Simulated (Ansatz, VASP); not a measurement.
## One calculation of Li2BrF, two programs

Contents of POSCAR:

```
Li2BrF
1.0
    3.5524599019      0.0000000000      0.0000000000
    0.0000000000      3.5524599019      0.0000000000
    0.0000000000      0.0000000000      4.8232899083
F Li Br
1 2 1
Direct
    0.0000000000      0.0000000000      0.0000000000
    0.0000000000      0.0000000000      0.5000000000
    0.5000000000      0.5000000000      0.0000000000
    0.5000000000      0.5000000000      0.5000000000
```

INCAR.step1

```
  PREC = Accurate
  ENCUT = 520
  EDIFF = 1E-5
  ISMEAR = 0
  SIGMA = 0.01
  LREAL = F
  LASPH = T
  NELM = 60
  ALGO = Normal
  ISIF = 2
  LWAVE = T
  LCHARG = F
  NBANDS = 18
  GGA = PE
```

File INCAR.step2:

```
  PREC = Accurate
  ENCUT = 520
  EDIFF = 1E-7
  ISMEAR = 0
  SIGMA = 0.01
  LREAL = F
  LASPH = T
  NELM = 60
  ALGO = Normal
  ISIF = 2
  LWAVE = F
  LCHARG = F
  GGA = PE
  LHFCALC = T
  AEXX = 0.3
  HFSCREEN = 0.5
  PRECFOCK = Normal
  NBANDS = 18
  ISTART = 1
```

File KPOINTS:

```
regular mesh
0
Gamma
  4 4 2
```

Input for Ansatz:

```yaml
crystal:
  lattice:
    - [3.5524599019, 0.0, 0.0]
    - [0.0, 3.5524599019, 0.0]
    - [0.0, 0.0, 4.8232899083]
  atoms:
    - { symbol: F, position: [0.0, 0.0, 0.0] }
    - { symbol: Li, position: [0.0, 0.0, 0.5] }
    - { symbol: Br, position: [0.5, 0.5, 0.5] }
    - { symbol: Li, position: [0.5, 0.5, 0.0] }
kpoints:
  mp_grid: { grid: [4, 4, 2] }
hamiltonian:
  xc: { exchange: pbe, correlation: pbe, exx: { coeff: 0.3, omega: 0.5 } }
scf:
  occupations: { method: fixed }
  n_extra_bands: 5
output:
  forces: true
  stress: true
  eigenvalues: true
```

Alike in both runs: task single point; functional PBE-based screened hybrid with a share of 0.3 of exact exchange and HFSCREEN = 0.5; k mesh 4 × 4 × 2; no spin polarisation.

```csv
,VASP,Ansatz
version,VASP 6.6.1,Ansatz 0.2.0
potentials or method,"VASP PAW PBE potentials, release 64 (F, Li_sv, Br)",plane waves
plane-wave cutoff (eV),520,420
occupations,"gaussian, width 0.01 eV",fixed
valence electrons in the cell,20,20
```

|  | VASP | Ansatz | Ansatz less VASP |
| --- | --- | --- | --- |
| gap on the k mesh at the Fermi level (eV) | 6.33 | 6.33 | -0.004 |

VASP's potentials were made for PBE, not for PBE-based screened hybrid. Ansatz's warnings: stress exchange threshold loose, stress scf threshold loose.

The k mesh is coarse, so the values compare programs but aren't converged. Noted on VASP's run: the cutoff is under 1.25 times that of the potentials, so the pressure is a little rough.
